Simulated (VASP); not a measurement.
Set up this calculation in VASP 6.6.1, as the native input.

| Item | Value |
| --- | --- |
| Task | single point |
| Functional | PBE |
| Potentials or basis | VASP PAW PBE potentials, release 64 (Lu, Si) |
| Cutoff | 520 eV |
| k mesh | 5 × 5 × 5 |
| Occupations | gaussian, width 0.1 eV |
| Spin | no spin polarisation |
| Dipole correction | no |
| Further INCAR settings | ALGO = Normal; EDIFF = 1e-06; NBANDS = 48 |

The structure of Lu3Si lies in POSCAR:

```
Lu3Si
1.0
    4.5109387595      0.0000000000      0.0000000000
    0.0000000000      4.5109387595      0.0000000000
    0.0000000000      0.0000000000      4.5109387595
Lu Si
3 1
Direct
    0.0000000000      0.5000000000      0.5000000000
    0.5000000000      0.0000000000      0.5000000000
    0.5000000000      0.5000000000      0.0000000000
    0.0000000000      0.0000000000      0.0000000000
```

The input as run:

INCAR

```
SYSTEM = Lu3Si
PREC = Accurate ; ENCUT = 520
EDIFF = 1E-6 ; ISMEAR = 0
SIGMA = 0.1 ; LREAL = .FALSE.
LASPH = .TRUE. ; NELM = 80
ALGO = Normal ; ISIF = 2
LWAVE = .FALSE. ; LCHARG = .FALSE.
GGA = PE ; NBANDS = 48
```

KPOINTS

```
Automatic mesh
0
G
  5 5 5
  0 0 0
```

Potentials or basis: VASP PAW PBE potentials, release 64 (Lu, Si).

Run with:

```console
$ cat potpaw_PBE.64/Lu/POTCAR potpaw_PBE.64/Si/POTCAR > POTCAR
$ mpirun -np 1 vasp_std > vasp.out
```

Results of the run:

```yaml
Pressure: 0.9 GPa
```

Run time: 20 s on 1 thread of Intel(R) Xeon(R) 6975P-C (Granite Rapids), on a shared host, peak memory 0.22 GiB.
